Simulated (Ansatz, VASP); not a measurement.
Two plane-wave programs on InB3

```xyz
8
Lattice="3.3227 1.9184 2.5082 -3.3227 1.9184 2.5082 0.0000 -3.8367 2.5082" Properties=species:S:1:pos:R:3 pbc="T T T"
In    0.0000    0.0000    2.4563
In    0.0000    0.0000    5.0684
B     2.0583   -1.1884    5.5159
B     0.0000    2.3768    5.5159
B    -2.0583   -1.1884    5.5159
B    -2.0583    1.1884    2.0089
B     2.0583    1.1884    2.0089
B     0.0000   -2.3768    2.0089
```

Alike in both runs: task relaxation of cell and atoms; functional PBE; k mesh 9 × 9 × 9; occupations gaussian, width 0.1 eV; no spin polarisation.

|  | VASP | Ansatz |
| --- | --- | --- |
| version | VASP 6.6.1 | Ansatz 0.2.0 |
| potentials or method | VASP PAW PBE potentials, release 64 (In_d, B), cutoff 600 eV | scalar-relativistic, plane waves, PAW |
| valence electrons in the cell | 44 | 44 |

|  | VASP | Ansatz | Ansatz less VASP |
| --- | --- | --- | --- |
| gap on the k mesh at the Fermi level, each at its own relaxed structure (eV) | none | none | - |
| relaxed volume (Å³/atom) | 11.99 | 12.00 | +0.003 |
| relaxed length of the cell vector where the two differ most in proportion (Å) | 4.584 | 4.584 | +0.0005 |

A gap of «none» marks a metal or a gap that the smearing closes.
